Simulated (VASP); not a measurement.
# CuI (F-43m) in VASP: a series of runs

The runs below take CuI through single point, with PBEsol.

All numbers are computed with VASP 6.6.1; they aren't measurements. Logs are shortened: lines on timing, memory, paths and dates and some standing lists are left out, and cuts for length are marked.

## Step 1: The cell of the first run

It takes space group F-43m (No. 216, cubic). Conventional cell: a = 6.063 Å, b = 6.063 Å, c = 6.063 Å, α = 90.00°, β = 90.00°, γ = 90.00°. Within 3.5 Å of I (site symmetry -43m) lie 4 Cu at 2.63 Å. Cu (site symmetry -43m) has 4 I at 2.63 Å within 3.5 Å.

## Step 2: Single point, PBEsol

The input, INCAR:

```
PREC = Accurate
ENCUT = 600
EDIFF = 1E-6
ISMEAR = -1
SIGMA = 0.1
LREAL = F
LASPH = T
NELM = 120
ALGO = Normal
ISIF = 2
LWAVE = F
LCHARG = F
GGA = PS
NBANDS = 16
GGA_COMPAT = F
```

The input, KPOINTS:

```
Automatic mesh
0
Gamma
  8 8 8
```

The input, POSCAR:

```
CuI
1.0
    0.0000000000      3.0315000000      3.0315000000
    3.0315000000      0.0000000000      3.0315000000
    3.0315000000      3.0315000000      0.0000000000
I Cu
1 1
Direct
    0.0000000000      0.0000000000      0.0000000000
    0.2500000000      0.2500000000      0.2500000000
```

Potentials or basis: VASP PAW PBE potentials, release 64 (I, Cu).

On the command line:

```bash
cat potpaw_PBE.64/I/POTCAR potpaw_PBE.64/Cu/POTCAR > POTCAR
mpirun -np 1 vasp_std > vasp.out
```

OUTCAR:

```text
PREC = Accurate
   ENCUT = 600
   EDIFF = 1E-6
   ISMEAR = -1
   LREAL = F
   LASPH = T
   NELM = 120
   ISIF = 2
   GGA = PS

 ion  position               nearest neighbor table
   1  0.000  0.000  0.000-   2 2.63   2 2.63   2 2.63   2 2.63
   2  0.250  0.250  0.250-   1 2.63   1 2.63   1 2.63   1 2.63

  LATTYP: Found a face centered cubic cell.
 ALAT       =     6.0630000000

  Lattice vectors:

 A1 = (   0.0000000000,   3.0315000000,   3.0315000000)
 A2 = (   3.0315000000,   0.0000000000,   3.0315000000)
 A3 = (   3.0315000000,   3.0315000000,   0.0000000000)

Analysis of symmetry for initial positions (statically):
=====================================================================
 Subroutine PRICEL returns:
 Original cell was already a primitive cell.

 Routine SETGRP: Setting up the symmetry group for a
 face centered cubic supercell.

 Subroutine GETGRP returns: Found 24 space group operations
 (whereof 24 operations were pure point group operations)
 out of a pool of 48 trial point group operations.

The static configuration has the point symmetry T_d .

Analysis of symmetry for dynamics (positions and initial velocities):
=====================================================================
 Subroutine PRICEL returns:
 Original cell was already a primitive cell.

 Routine SETGRP: Setting up the symmetry group for a
 face centered cubic supercell.

 Subroutine GETGRP returns: Found 24 space group operations
 (whereof 24 operations were pure point group operations)
 out of a pool of 48 trial point group operations.

The dynamic configuration has the point symmetry T_d .

 Subroutine INISYM returns: Found 24 space group operations
 (whereof 24 operations are pure point group operations),
 and found     1 'primitive' translations

----------------------------------------------------------------------------------------

                                     Primitive cell

  volume of cell :      55.7189

  direct lattice vectors                    reciprocal lattice vectors
     0.000000000  3.031500000  3.031500000    -0.164934851  0.164934851  0.164934851
     3.031500000  0.000000000  3.031500000     0.164934851 -0.164934851  0.164934851
     3.031500000  3.031500000  0.000000000     0.164934851  0.164934851 -0.164934851

  length of vectors
     4.287188414  4.287188414  4.287188414     0.285675541  0.285675541  0.285675541

  position of ions in fractional coordinates (direct lattice)
     0.000000000  0.000000000  0.000000000
     0.250000000  0.250000000  0.250000000

  ion indices of the primitive-cell ions
   primitive index   ion index
                 1           1
                 2           2

----------------------------------------------------------------------------------------

 KPOINTS: Automatic mesh

Automatic generation of k-mesh.
 Grid dimensions read from file:
 generate k-points for:    8    8    8

 Generating k-lattice:

  Cartesian coordinates                     Fractional coordinates (reciprocal lattice)
    -0.020616856  0.020616856  0.020616856     0.125000000  0.000000000  0.000000000
     0.020616856 -0.020616856  0.020616856     0.000000000  0.125000000  0.000000000
     0.020616856  0.020616856 -0.020616856     0.000000000  0.000000000  0.125000000

  Length of vectors
     0.035709443  0.035709443  0.035709443

  Shift w.r.t. Gamma in fractional coordinates (k-lattice)
     0.000000000  0.000000000  0.000000000

 Subroutine IBZKPT returns following result:
 ===========================================

 Found     29 irreducible k-points:

 Following reciprocal coordinates:
            Coordinates               Weight
  0.000000  0.000000  0.000000      1.000000
  0.125000  0.000000  0.000000      8.000000
  0.250000  0.000000  0.000000      8.000000
  0.375000  0.000000  0.000000      8.000000
  0.500000  0.000000  0.000000      4.000000
  0.125000  0.125000  0.000000      6.000000
[... 16 lines left out ...]
  0.500000  0.250000  0.125000     48.000000
 -0.375000  0.250000  0.125000     24.000000
 [... further k-points ...]
   k-points           NKPTS =     29   k-points in BZ     NKDIM =     29   number of bands    NBANDS=     16
   number of dos      NEDOS =    301   number of ions     NIONS =      2
   total plane-waves  NPLWV =  46656
   dimension x,y,z NGX =    36 NGY =   36 NGZ =   36
   dimension x,y,z NGXF=    72 NGYF=   72 NGZF=   72
   ions per type =               1   1
   NGX,Y,Z   is equivalent  to a cutoff of  13.96, 13.96, 13.96 a.u.
   NGXF,Y,Z  is equivalent  to a cutoff of  27.92, 27.92, 27.92 a.u.
 SYSTEM =  unknown system
   PREC   = accura    normal or accurate (medium, high low for compatibility)
   ISTART =      0    job   : 0-new  1-cont  2-samecut
   ICHARG =      2    charge: 1-file 2-atom 10-const
   ISPIN  =      1    spin polarized calculation?
   LNONCOLLINEAR =      F non collinear calculations
   LSORBIT =      F    spin-orbit coupling
   LASPH  =      T    aspherical Exc in radial PAW
   ENCUT  =  600.0 eV  44.10 Ry    6.64 a.u.   8.56  8.56  8.56*2*pi/ulx,y,z
   NELM   =    120;   NELMIN=  2; NELMDL= -5     # of ELM steps
   EDIFF  = 0.1E-05   stopping-criterion for ELM
   LREAL  =      F    real-space projection
   EDIFFG = 0.1E-04   stopping-criterion for IOM
   NSW    =      0    number of steps for IOM
   IBRION =     -1    ionic relax: 0-MD 1-quasi-New 2-CG
   NFREE  =      0    steps in history (QN), initial steepest desc. (CG)
   ISIF   =      2    stress and relaxation
   ISYM   =      2    0-nonsym 1-usesym 2-fastsym
   POTIM  = 0.5000    time-step for ionic-motion
   TEBEG  =    0.0;   TEEND  =   0.0 temperature during run
   PSTRESS=    0.0 pullay stress
   NELECT =      18.0000    total number of electrons
   NUPDOWN=      -1.0000    fix difference up-down
   EMIN   =  10.00;   EMAX   =-10.00  energy-range for DOS
   EFERMI =   0.00;   METHOD = LEGACY
   ISMEAR =    -1;   SIGMA  =   0.10  broadening in eV -4-tet -1-fermi 0-gaus
   EFERMI_NEDOS =   21; number of points for ismear=-14 and -15
   IALGO  =     38    algorithm
   IMIX   =      4    mixing-type and parameters
     AMIX     =   0.40;   BMIX     =  1.00
     AMIX_MAG =   1.60;   BMIX_MAG =  1.00
  volume/ion in A,a.u.               =      27.86       188.00
  Fermi-wavevector in a.u.,A,eV,Ry     =   1.123306  2.122741 17.168055  1.261816
  Thomas-Fermi vector in A             =   2.259971
   LORBIT       =      0    0 simple, 1 ext, 2 COOP (PROOUT), +10 PAW based schemes
   GGA     = PS    functional components
   LHFCALC =     F    Hartree Fock is set to
   AEXX    =    0.0000 exact exchange contribution
   IVDW    =     0    specifies the selected vdW correction
   LEPSILON=     F    determine dielectric tensor
   LRPA    =     F    only Hartree local field effects (RPA)
 non-spin polarized calculation
  energy-cutoff  :      600.00
  volume of cell :       55.72
 maximum number of plane-waves:      1880
 NGX is ok and might be reduce to    36
   NGX = 17   NGY = 17   NGZ = 17

 number of electron      18.0000006 magnetization

 Free energy of the ion-electron system (eV)
  ---------------------------------------------------
  ext. energy  EPLUGINS =         0.00000000
  ---------------------------------------------------
  free energy    TOTEN  =        -6.29453511 eV

  energy without entropy =       -6.29442804  energy(sigma->0) =       -6.29448157

 E-fermi :   4.9205     XC(G=0):  -9.1397

 val. band max:        4.2811978023   @ k =   0.0000   0.0000   0.0000
 cond. band min:       5.3108248814   @ k =   0.0000   0.0000   0.0000
 fundamental gap:      1.0296270791
 Fermi energy:         4.9204561414

 k-point     1 :       0.0000    0.0000    0.0000
  band No.  band energies     occupation
      1      -9.7447      2.00000
      2       0.6373      2.00000
      3       0.6373      2.00000
      4       0.6373      2.00000
      5       2.4065      2.00000
      6       2.4065      2.00000
[... 8 lines left out ...]
     15      13.8568      0.00000
     16      13.8568      0.00000

 k-point     2 :       0.1250    0.0000    0.0000
  band No.  band energies     occupation
      1      -9.6719      2.00000
      2       0.3367      2.00000
      3       0.6432      2.00000
      4       0.6432      2.00000
      5       2.4002      2.00000
      6       2.4002      2.00000
[... 8 lines left out ...]
     15      13.1656      0.00000
     16      13.1656      0.00000

 k-point     3 :       0.2500    0.0000    0.0000
  band No.  band energies     occupation
      1      -9.4852      2.00000
      2      -0.3721      2.00000
      3       0.6543      2.00000
      4       0.6543      2.00000
      5       2.3971      2.00000
      6       2.3971      2.00000
[... 8 lines left out ...]
     15      12.9579      0.00000
     16      13.0596      0.00000

 k-point     4 :       0.3750    0.0000    0.0000
  band No.  band energies     occupation
      1      -9.2804      2.00000
      2      -1.0519      2.00000
      3       0.6604      2.00000
      4       0.6604      2.00000
      5       2.4167      2.00000
      6       2.4167      2.00000
[... 8 lines left out ...]
     15      13.8802      0.00000
     16      13.8802      0.00000
[... 324 lines left out ...]
 k-point    22 :       0.3750    0.2500    0.1250
  band No.  band energies     occupation
      1      -9.3404      2.00000
      2      -0.5741      2.00000
      3       0.4195      2.00000
      4       0.6394      2.00000
      5       2.3359      2.00000
      6       2.4435      2.00000
[... 8 lines left out ...]
     15      14.5145      0.00000
     16      15.5099      0.00000

 k-point    23 :       0.5000    0.2500    0.1250
  band No.  band energies     occupation
      1      -9.1704      2.00000
      2      -0.9164      2.00000
      3       0.1922      2.00000
      4       0.6252      2.00000
      5       2.3590      2.00000
      6       2.4212      2.00000
[... 8 lines left out ...]
     15      14.8527      0.00000
     16      15.6662      0.00000

 k-point    24 :      -0.3750    0.2500    0.1250
  band No.  band energies     occupation
      1      -9.0958      2.00000
      2      -1.0620      2.00000
      3       0.0932      2.00000
      4       0.6120      2.00000
      5       2.3409      2.00000
      6       2.4172      2.00000
[... 8 lines left out ...]
     15      14.9299      0.00000
     16      15.5275      0.00000

 [... further k-points ...]

------------------------ aborting loop because EDIFF is reached ----------------------------------------

  FORCE on cell =-STRESS in cart. coord.  units (eV):
  Direction    XX          YY          ZZ          XY          YZ          ZX
  --------------------------------------------------------------------------------------
  -------------------------------------------------------------------------------------
  Total       -0.7530938     -0.7530938     -0.7530938     -0.0000000      0.0000000     -0.0000000
  in kB      -21.6549388    -21.6549388    -21.6549388     -0.0000000      0.0000000     -0.0000000
  external PRESSURE =     -21.6549388 kB  Pullay stress =       0.0000000 kB

 VOLUME and BASIS-vectors are now :
 -----------------------------------------------------------------------------
  energy-cutoff  :      600.00
  volume of cell :       55.72
      direct lattice vectors                 reciprocal lattice vectors
     0.000000000  3.031500000  3.031500000    -0.164934851  0.164934851  0.164934851
     3.031500000  0.000000000  3.031500000     0.164934851 -0.164934851  0.164934851
     3.031500000  3.031500000  0.000000000     0.164934851  0.164934851 -0.164934851

 POSITION                                       TOTAL-FORCE (eV/Angst)
 -----------------------------------------------------------------------------------
      0.00000      0.00000      0.00000         0.000000     -0.000000     -0.000000
      1.51575      1.51575      1.51575        -0.000000      0.000000      0.000000
 -----------------------------------------------------------------------------------
    total drift:                                0.000000      0.000000      0.000000

  FREE ENERGIE OF THE ION-ELECTRON SYSTEM (eV)
  ---------------------------------------------------
  free  energy   TOTEN  =        -6.2945351062 eV

  energy  without entropy=       -6.2944280402  energy(sigma->0) =       -6.29448157
```

Run time: 57 s. Hardware: 1 thread of Intel Xeon 8259CL, shared host; peak memory 0.22 GiB.

Results:

* Free energy: -6.2945 eV
* Pressure: -2.2 GPa
* Band gap on the k mesh: 1.03 eV

Caveat: the PAW data sets were made with another functional, which shifts forces and pressure a little; spin-orbit coupling is left out, which moves the levels of the heavy elements.

(Continued in part 2 of 3.)
